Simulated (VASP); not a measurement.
Wanted: the native input for a VASP 6.6.1 run.

- Task: single point
- Functional: PBEsol
- Potentials or basis: VASP PAW PBE potentials, release 64 (Sn_d, Se)
- Cutoff: 520 eV
- k mesh: 6 × 6 × 2
- Occupations: methfessel-paxton, width 0.05 eV
- Spin: no spin polarisation
- Dipole correction: no
- Further INCAR settings: ALGO = Normal; EDIFF = 1e-06; NBANDS = 28

The structure of SnSe lies in POSCAR:

```
SnSe
1.0
    4.2853270000      0.0000000000      0.0000000000
    0.0000000000      4.2853270000      0.0000000000
    0.0000000000      0.0000000000     10.9906920000
Sn Se
2 2
Direct
    0.5000000000      0.0000000000      0.3722300000
    0.0000000000      0.5000000000      0.6277700000
    0.5000000000      0.0000000000      0.6160400000
    0.0000000000      0.5000000000      0.3839600000
```

The input as run:

INCAR

```
PREC = Accurate
ENCUT = 520
EDIFF = 1E-6
ISMEAR = 1
SIGMA = 0.05
LREAL = F
LASPH = T
NELM = 60
ALGO = Normal
ISIF = 2
LWAVE = F
LCHARG = T
GGA = PS
LELF = T
LVHAR = T
NBANDS = 28
```

KPOINTS

```
Automatic mesh
0
Gamma
  6 6 2
```

Potentials or basis: VASP PAW PBE potentials, release 64 (Sn_d, Se).

Launch:

```bash
$ cat potpaw_PBE.64/Sn_d/POTCAR potpaw_PBE.64/Se/POTCAR > POTCAR
$ mpirun -np 1 vasp_std > vasp.out
```

It gave:

```json
{"Largest force": "0.094 eV/Å", "Band gap on the k mesh": "1.46 eV, direct"}
```

Caveat: the PAW data sets were made with another functional, which shifts forces and pressure a little; spin-orbit coupling is left out, which moves the levels of the heavy elements.

It took 73 s on 1 thread of Intel(R) Xeon(R) Platinum 8375C CPU @ 2.90GHz (Ice Lake), on a shared host, peak memory 0.32 GiB.
